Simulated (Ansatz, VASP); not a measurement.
CdS: VASP beside Ansatz

```
Cd S
1.0
     4.81244    0.00000    0.00000
     0.00000    4.38660    0.00000
     0.00000    0.00000   26.74295
Cd S
1 1
Direct
  0.50000 0.00000 0.31399
  0.50000 0.50000 0.28430
```

Alike in both runs: functional PBE; k mesh 4 × 4 × 1; occupations gaussian, width 0.1 eV; no spin polarisation.

Ansatz relaxed the structure, and its values are those at the end. VASP's run is a single point on that final structure, the one shown.

|  | VASP | Ansatz |
| --- | --- | --- |
| version | VASP 6.6.1 | Ansatz 0.2.0 |
| potentials or method | VASP PAW PBE potentials, release 64 (Cd_sv_GW, S), cutoff 470 eV | scalar-relativistic, plane waves, PAW |
| valence electrons in the cell | 26 | 26 |

Ansatz gave:

| Item | Value |
| --- | --- |
| gap on the k mesh at the Fermi level (eV) | 1.45 |
| least direct gap on the mesh (eV) | 2.13 |

Question: Estimate VASP's values.

Answer: gap on the k mesh at the Fermi level (eV): 1.47; least direct gap on the mesh (eV): 2.15.

Ansatz's warnings: slab cell height set.
